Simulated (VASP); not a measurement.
# GaP (I-4m2) in VASP: notebook

GaP is run at these levels: PBE; tasks: single point.

All numbers are computed with VASP 6.6.1; they aren't measurements. Logs are shortened: lines on timing, memory, paths and dates and some standing lists are left out, and cuts for length are marked.

## (1) The cell of the first run

It takes space group I-4m2 (No. 119, tetragonal). The conventional cell has a = 3.698 Å, b = 3.698 Å, c = 5.505 Å, α = 90.00°, β = 90.00°, γ = 90.00°. Within 3.0 Å of Ga (site symmetry -4m2) lie 4 P at 2.30 Å. P (site symmetry -4m2) has 4 Ga at 2.30 Å within 3.0 Å.

## (2) Single point, PBE (strain -0.050 along x and y, +0.000 along z)

File INCAR:

```
PREC     = Accurate       # precision mode
ENCUT    = 520            # plane-wave cutoff, eV
EDIFF    = 1E-7           # SCF threshold, eV
ISMEAR   = 0              # smearing method
SIGMA    = 0.05           # smearing width, eV
LREAL    = F              # projectors in reciprocal space
LASPH    = T              # aspherical terms in the spheres
NELM     = 60             # most SCF steps
ALGO     = Normal         # electronic algorithm
ISIF     = 2              # what is computed and relaxed
LWAVE    = F              # write WAVECAR
LCHARG   = F              # write CHGCAR
GGA      = PE             # functional
NBANDS   = 16             # bands
```

File KPOINTS:

```
regular mesh
0
Gamma
  8 8 8
```

File POSCAR:

```
GaP
1.0
    0.0000000000      2.6149099718      2.7525368124
    2.6149099718      0.0000000000      2.7525368124
    2.6149099718      2.6149099718      0.0000000000
Ga P
1 1
Direct
    0.0000000000      0.0000000000      0.0000000000
    0.7500000000      0.7500000000      0.7500000000
```

Potentials or basis: VASP PAW PBE potentials, release 64 (Ga_d, P).

On the command line:

```
cat potpaw_PBE.64/Ga_d/POTCAR potpaw_PBE.64/P/POTCAR > POTCAR
mpirun -np 1 vasp_std > vasp.out
```

OUTCAR:

```text
PREC = Accurate
   ENCUT = 520
   EDIFF = 1E-7
   ISMEAR = 0
   LREAL = F
   LASPH = T
   NELM = 60
   ISIF = 2
   GGA = PE

 ion  position               nearest neighbor table
   1  0.000  0.000  0.000-   2 2.30   2 2.30   2 2.30   2 2.30
   2  0.750  0.750  0.750-   1 2.30   1 2.30   1 2.30   1 2.30

  LATTYP: Found a body centered tetragonal cell.
 ALAT       =     3.6980411465
 C/A-ratio  =     1.4886458551

  Lattice vectors:

 A1 = (  -2.6149099718,   0.0000000000,   2.7525368124)
 A2 = (   2.6149099718,   0.0000000000,   2.7525368124)
 A3 = (   0.0000000000,   2.6149099718,  -2.7525368124)

Analysis of symmetry for initial positions (statically):
=====================================================================
 Subroutine PRICEL returns:
 Original cell was already a primitive cell.

 Routine SETGRP: Setting up the symmetry group for a
 body centered tetragonal supercell.

 Subroutine GETGRP returns: Found  8 space group operations
 (whereof  8 operations were pure point group operations)
 out of a pool of 16 trial point group operations.

The static configuration has the point symmetry D_2d.

Analysis of symmetry for dynamics (positions and initial velocities):
=====================================================================
 Subroutine PRICEL returns:
 Original cell was already a primitive cell.

 Routine SETGRP: Setting up the symmetry group for a
 body centered tetragonal supercell.

 Subroutine GETGRP returns: Found  8 space group operations
 (whereof  8 operations were pure point group operations)
 out of a pool of 16 trial point group operations.

The dynamic configuration has the point symmetry D_2d.

 Subroutine INISYM returns: Found  8 space group operations
 (whereof  8 operations are pure point group operations),
 and found     1 'primitive' translations

----------------------------------------------------------------------------------------

                                     Primitive cell

  volume of cell :      37.6423

  direct lattice vectors                    reciprocal lattice vectors
     0.000000000  2.614909972  2.752536812    -0.191211172  0.191211172  0.181650613
     2.614909972  0.000000000  2.752536812     0.191211172 -0.191211172  0.181650613
     2.614909972  2.614909972  0.000000000     0.191211172  0.191211172 -0.181650613

  length of vectors
     3.796605466  3.796605466  3.698041147     0.325761216  0.325761216  0.325761216

  position of ions in fractional coordinates (direct lattice)
[... 73 lines left out ...]
   ISPIN  =      1    spin polarized calculation?
   LNONCOLLINEAR =      F non collinear calculations
   LSORBIT =      F    spin-orbit coupling
   LASPH  =      T    aspherical Exc in radial PAW
   ENCUT  =  520.0 eV  38.22 Ry    6.18 a.u.   7.06  7.06  6.88*2*pi/ulx,y,z
   NELM   =     60;   NELMIN=  2; NELMDL= -5     # of ELM steps
   EDIFF  = 0.1E-06   stopping-criterion for ELM
   LREAL  =      F    real-space projection
   EDIFFG = 0.1E-05   stopping-criterion for IOM
   NSW    =      0    number of steps for IOM
   IBRION =     -1    ionic relax: 0-MD 1-quasi-New 2-CG
   NFREE  =      0    steps in history (QN), initial steepest desc. (CG)
   ISIF   =      2    stress and relaxation
   ISYM   =      2    0-nonsym 1-usesym 2-fastsym
   POTIM  = 0.5000    time-step for ionic-motion
   TEBEG  =    0.0;   TEEND  =   0.0 temperature during run
   PSTRESS=    0.0 pullay stress
   NELECT =      18.0000    total number of electrons
   NUPDOWN=      -1.0000    fix difference up-down
   EMIN   =  10.00;   EMAX   =-10.00  energy-range for DOS
   EFERMI =   0.00;   METHOD = LEGACY
   ISMEAR =     0;   SIGMA  =   0.05  broadening in eV -4-tet -1-fermi 0-gaus
   EFERMI_NEDOS =   21; number of points for ismear=-14 and -15
   IALGO  =     38    algorithm
   IMIX   =      4    mixing-type and parameters
     AMIX     =   0.40;   BMIX     =  1.00
     AMIX_MAG =   1.60;   BMIX_MAG =  1.00
  volume/ion in A,a.u.               =      18.82       127.01
  Fermi-wavevector in a.u.,A,eV,Ry     =   1.280187  2.419203 22.298304  1.638879
  Thomas-Fermi vector in A             =   2.412629
   LORBIT       =      0    0 simple, 1 ext, 2 COOP (PROOUT), +10 PAW based schemes
   GGA     = PE    functional components
   LHFCALC =     F    Hartree Fock is set to
   AEXX    =    0.0000 exact exchange contribution
   IVDW    =     0    specifies the selected vdW correction
   LEPSILON=     F    determine dielectric tensor
   LRPA    =     F    only Hartree local field effects (RPA)
 non-spin polarized calculation
 Gauss-broadening in eV      SIGMA  =   0.05
  energy-cutoff  :      520.00
  volume of cell :       37.64
 maximum number of plane-waves:      1030
   NGX = 15   NGY = 15   NGZ = 13

 number of electron      17.9999992 magnetization

 Free energy of the ion-electron system (eV)
  ---------------------------------------------------
  ext. energy  EPLUGINS =         0.00000000
  ---------------------------------------------------
  free energy    TOTEN  =        -8.99416126 eV

  energy without entropy =       -8.99416126  energy(sigma->0) =       -8.99416126

 E-fermi :   5.7787     XC(G=0): -10.1711

 val. band max:        5.5356307989   @ k =   0.0000   0.0000   0.0000
 cond. band min:       6.7893105887   @ k =   0.3750   0.0000   0.3750
 fundamental gap:      1.2536797898
 Fermi energy:         5.7786748351

 k-point     1 :       0.0000    0.0000    0.0000
  band No.  band energies     occupation
      1      -9.2823      2.00000
      2      -9.2655      2.00000
      3      -9.2655      2.00000
      4      -9.1505      2.00000
      5      -9.1469      2.00000
      6      -7.6319      2.00000
[... 433 lines left out ...]
      3      -9.2346      2.00000
      4      -9.1604      2.00000
      5      -9.1325      2.00000
      6      -5.9941      2.00000
[... 8 lines left out ...]
     15      16.2867      0.00000
     16      16.9154      0.00000

 [... further k-points ...]
[... 5 lines left out ...]
  --------------------------------------------------------------------------------------
  -------------------------------------------------------------------------------------
  Total        2.6340225      2.6340225      1.6557012      0.0000000      0.0000000      0.0000000
  in kB      112.1123474    112.1123474     70.4718902      0.0000000      0.0000000      0.0000000
  external PRESSURE =      98.2321950 kB  Pullay stress =       0.0000000 kB

 VOLUME and BASIS-vectors are now :
 -----------------------------------------------------------------------------
  energy-cutoff  :      520.00
  volume of cell :       37.64
      direct lattice vectors                 reciprocal lattice vectors
     0.000000000  2.614909972  2.752536812    -0.191211172  0.191211172  0.181650613
     2.614909972  0.000000000  2.752536812     0.191211172 -0.191211172  0.181650613
     2.614909972  2.614909972  0.000000000     0.191211172  0.191211172 -0.181650613

 POSITION                                       TOTAL-FORCE (eV/Angst)
 -----------------------------------------------------------------------------------
      0.00000      0.00000      0.00000        -0.000000     -0.000000     -0.000000
      3.92236      3.92236      4.12881         0.000000      0.000000      0.000000
 -----------------------------------------------------------------------------------
    total drift:                               -0.000001     -0.000001     -0.000003

  FREE ENERGIE OF THE ION-ELECTRON SYSTEM (eV)
  ---------------------------------------------------
  free  energy   TOTEN  =        -8.9941612574 eV

  energy  without entropy=       -8.9941612574  energy(sigma->0) =       -8.99416126
```

OSZICAR:

```text
N       E                     dE             d eps       ncg     rms          rms(c)
DAV:   1     0.806023040947E+02    0.80602E+02   -0.89959E+03  2016   0.166E+03
DAV:   2    -0.322179544167E+01   -0.83824E+02   -0.79879E+02  2168   0.317E+02
DAV:   3    -0.919526514969E+01   -0.59735E+01   -0.59535E+01  2384   0.653E+01
DAV:   4    -0.928633372415E+01   -0.91069E-01   -0.91050E-01  2312   0.862E+00
DAV:   5    -0.928814321096E+01   -0.18095E-02   -0.18094E-02  2440   0.107E+00    0.461E+00
DAV:   6    -0.902701288138E+01    0.26113E+00   -0.38589E-01  2952   0.115E+01    0.310E+00
DAV:   7    -0.899352380550E+01    0.33489E-01   -0.11140E-01  2520   0.238E+00    0.119E+00
DAV:   8    -0.899366319334E+01   -0.13939E-03   -0.14113E-02  2296   0.145E+00    0.262E-01
DAV:   9    -0.899404562379E+01   -0.38243E-03   -0.13312E-03  2440   0.469E-01    0.734E-02
DAV:  10    -0.899409978933E+01   -0.54166E-04   -0.10940E-04  2984   0.137E-01    0.323E-02
DAV:  11    -0.899416123294E+01   -0.61444E-04   -0.82137E-05  2216   0.749E-02    0.584E-03
DAV:  12    -0.899416098627E+01    0.24666E-06   -0.22701E-06  2480   0.195E-02    0.415E-03
DAV:  13    -0.899416123729E+01   -0.25102E-06   -0.75293E-07  2464   0.733E-03    0.211E-03
DAV:  14    -0.899416125737E+01   -0.20074E-07   -0.19863E-08  1720   0.110E-03
   1 F= -.89941613E+01 E0= -.89941613E+01  d E =-.603328E-14
```

stdout:

```text
POSCAR found type information on POSCAR GaP
 POSCAR found :  2 types and       2 ions
 scaLAPACK will be used
 LDA part: xc-table for (Slater+PW92), standard interpolation
 POSCAR, INCAR and KPOINTS ok, starting setup
 FFT: planning ... GRIDC
 FFT: planning ... GRID_SOFT
 FFT: planning ... GRID
 WAVECAR not read
 entering main loop
```

Run time: 66 s. Hardware: 1 thread of AMD EPYC 7R43 (Zen 3), shared host; peak memory 0.14 GiB.

What came out:

```
Free energy            : -8.9942 eV
Pressure               : 9.8 GPa
Band gap on the k mesh : 1.25 eV, indirect (least direct gap 2.31 eV)
```

Stress tensor (GPa, compression positive):
```
11.21  0.00  0.00
 0.00 11.21  0.00
 0.00  0.00  7.05
```

Caveat: the cell differs from its parent crystal (strain -0.050 along x and y, +0.000 along z). A k mesh can miss the band edges.

## (3) Single point, PBE (strain -0.025 along x and y, -0.050 along z)

File INCAR:

```
PREC = Accurate
ENCUT = 520
EDIFF = 1E-6
ISMEAR = 0
SIGMA = 0.05
LREAL = False
LASPH = True
NELM = 100
ALGO = Normal
ISIF = 2
LWAVE = False
LCHARG = True
GGA = PE
LELF = True
LVHAR = True
NBANDS = 16
```

KPOINTS is that of step 2.

File POSCAR:

```
GaP
1.0
    0.0000000000      2.6837233921      2.6149099718
    2.6837233921      0.0000000000      2.6149099718
    2.6837233921      2.6837233921      0.0000000000
Ga P
1 1
Direct
    0.0000000000      0.0000000000      0.0000000000
    0.7500000000      0.7500000000      0.7500000000
```

Potentials or basis: VASP PAW PBE potentials, release 64 (Ga_d, P).

On the command line:

```
cat potpaw_PBE.64/Ga_d/POTCAR potpaw_PBE.64/P/POTCAR > POTCAR
mpirun -np 1 vasp_std > vasp.out
```

It took 62 s on 1 thread of AMD EPYC 7R43 (Zen 3), shared host; peak memory 0.14 GiB.

It converged, with:

```yaml
Free_energy: -9.0081 eV
Pressure: 9.7 GPa
Band_gap_on_the_k_mesh: 1.26 eV, indirect (least direct gap 2.33 eV)
```

Stress tensor (GPa, compression positive):
```
 9.15  0.00  0.00
 0.00  9.15  0.00
 0.00  0.00 10.95
```

Levels at points of the mesh, in eV from the valence-band top:
| k point | band 6 | band 7 | band 8 | band 9 | band 10 | band 11 | band 12 | band 13 |
| --- | --- | --- | --- | --- | --- | --- | --- | --- |
| (0.00, 0.00, 0.00) | -13.15 | -0.15 | -0.15 | 0.00 | 2.33 | 3.73 | 3.79 | 3.79 |
| (0.50, 0.00, 0.00) | -10.84 | -7.16 | -1.44 | -1.21 | 1.78 | 4.49 | 4.72 | 8.31 |
| (0.50, 0.50, 0.00) | -9.75 | -7.08 | -3.17 | -3.17 | 1.27 | 1.47 | 11.02 | 11.02 |
| (0.50, 0.00, 0.50) | -9.89 | -7.27 | -2.99 | -2.96 | 1.46 | 1.73 | 10.96 | 11.03 |

Caveat: the cell differs from its parent crystal (strain -0.025 along x and y, -0.050 along z). A k mesh can miss the band edges.

## (4) Single point, PBE (strain -0.025 along x and y, +0.000 along z)

File INCAR:

```
SYSTEM = GaP
ALGO = Normal ; EDIFF = 1E-6
ENCUT = 520 ; GGA = PE
ISIF = 2 ; ISMEAR = 0
LASPH = .True. ; LCHARG = .True.
LELF = .True. ; LREAL = .False.
LVHAR = .True. ; LWAVE = .False.
NBANDS = 16 ; NELM = 100
PREC = Accurate ; SIGMA = 0.05
```

File KPOINTS:

```
k-points
0
Gamma
  8 8 8
  0 0 0
```

File POSCAR:

```
GaP
1.0
    0.0000000000      2.6837233921      2.7525368124
    2.6837233921      0.0000000000      2.7525368124
    2.6837233921      2.6837233921      0.0000000000
Ga P
1 1
Direct
    0.0000000000      0.0000000000      0.0000000000
    0.7500000000      0.7500000000      0.7500000000
```

On the command line:

```
cat potpaw_PBE.64/Ga_d/POTCAR potpaw_PBE.64/P/POTCAR > POTCAR
mpirun -np 1 vasp_std > vasp.out
```

Wall time 85 s (1 thread of AMD EPYC 7R43 (Zen 3), shared host); peak memory 0.15 GiB.

The run converged. Its results:

```
Free energy            : -9.0944 eV
Pressure               : 4.3 GPa
Band gap on the k mesh : 1.48 eV, indirect (least direct gap 1.94 eV)
```

Stress tensor (GPa, compression positive):
```
4.95 0.00 0.00
0.00 4.95 0.00
0.00 0.00 3.00
```

Levels at points of the mesh, in eV from the valence-band top:
```tsv
k point	band 6	band 7	band 8	band 9	band 10	band 11	band 12	band 13
(0.00, 0.00, 0.00)	-12.70	-0.15	0.00	0.00	1.94	3.82	3.82	3.87
(0.50, 0.00, 0.00)	-10.56	-6.80	-1.31	-1.09	1.67	4.59	4.77	8.28
(0.50, 0.50, 0.00)	-9.72	-7.01	-2.68	-2.68	1.68	1.92	10.71	10.71
(0.50, 0.00, 0.50)	-9.60	-6.84	-2.87	-2.85	1.50	1.67	10.64	10.66
```

Caveat: the cell differs from its parent crystal (strain -0.025 along x and y, +0.000 along z).

## (5) Overview

| cell | gap on the mesh (eV) | pressure (GPa) |
| --- | --- | --- |
| a = 3.797, b = 3.797, c = 3.698 Å, angles 60.9, 60.9, 58.3°, 2 atoms | 1.25 | 9.8 |
| a = 3.747, b = 3.747, c = 3.795 Å, angles 59.6, 59.6, 60.9°, 2 atoms | 1.26 | 9.7 |
| a = 3.844, b = 3.844, c = 3.795 Å, angles 60.4, 60.4, 59.2°, 2 atoms | 1.48 | 4.3 |

Alike in all rows: task single point; level PBE; potentials or basis VASP PAW PBE potentials, release 64 (Ga_d, P); no spin polarisation; k mesh 8 × 8 × 8; cutoff (eV) 520; smearing gaussian 0.05 eV.

Total energies depend on the potentials used, so only differences within one code and one set of settings carry meaning.
